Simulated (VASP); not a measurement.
Set up this calculation in VASP 6.6.1, as the native input.

| Property | Result |
| --- | --- |
| Task | single point |
| Functional | PBE |
| Potentials or basis | VASP PAW PBE potentials, release 64 (K_sv, Sc_sv, Zn, C_h, N_h) |
| Cutoff | 1330 eV |
| k mesh | 4 × 4 × 4 |
| Occupations | gaussian, width 0.1 eV |
| Spin | no spin polarisation |
| Dipole correction | no |
| Further INCAR settings | LREAL = Auto; ALGO = Normal; EDIFF = 1e-06; NBANDS = 62 |

The structure of K2ScZnC6N6 lies in POSCAR:

```
K2ScZnC6N6
1.0
    0.0000000000      5.6054734404      5.6054734404
    5.6054734404      0.0000000000      5.6054734404
    5.6054734404      5.6054734404      0.0000000000
K Sc Zn C N
2 1 1 6 6
Direct
    0.2500000000      0.2500000000      0.2500000000
    0.7500000000      0.7500000000      0.7500000000
    0.0000000000      0.0000000000      0.0000000000
    0.5000000000      0.5000000000      0.5000000000
    0.7944855988      0.2055144012      0.2055144012
    0.2055144012      0.7944855988      0.2055144012
    0.2055144012      0.2055144012      0.7944855988
    0.2055144012      0.7944855988      0.7944855988
    0.7944855988      0.2055144012      0.7944855988
    0.7944855988      0.7944855988      0.2055144012
    0.6897544820      0.3102455180      0.3102455180
    0.3102455180      0.6897544820      0.3102455180
    0.3102455180      0.3102455180      0.6897544820
    0.3102455180      0.6897544820      0.6897544820
    0.6897544820      0.3102455180      0.6897544820
    0.6897544820      0.6897544820      0.3102455180
```

The input as run:

INCAR

```
SYSTEM = K2ScZnC6N6
PREC = Accurate
ENCUT = 1330
EDIFF = 1E-6
ISMEAR = 0
SIGMA = 0.1
LREAL = Auto
LASPH = .True.
NELM = 120
ALGO = Normal
ISIF = 2
LWAVE = .False.
LCHARG = .True.
GGA = PE
LELF = .True.
LVHAR = .True.
NBANDS = 62
GGA_COMPAT = .False.
```

KPOINTS

```
regular mesh
0
Gamma
  4 4 4
  0 0 0
```

Potentials or basis: VASP PAW PBE potentials, release 64 (K_sv, Sc_sv, Zn, C_h, N_h).

The run is started by

```console
$ cat potpaw_PBE.64/K_sv/POTCAR potpaw_PBE.64/Sc_sv/POTCAR potpaw_PBE.64/Zn/POTCAR potpaw_PBE.64/C_h/POTCAR potpaw_PBE.64/N_h/POTCAR > POTCAR
$ mpirun -np 1 vasp_std > vasp.out
```

It gave:

```
Pressure               : 0.0 GPa
Largest force          : 0.022 eV/Å
Band gap on the k mesh : zero (an odd number of electrons rules out a gap without spin polarisation)
```

Caveat: an odd number of electrons without spin polarisation forces a metal; a magnetic or distorted state may lie lower.

Wall time 32 min on 1 thread of Intel(R) Xeon(R) Platinum 8488C (Sapphire Rapids), on a shared host, peak memory 1.9 GiB.
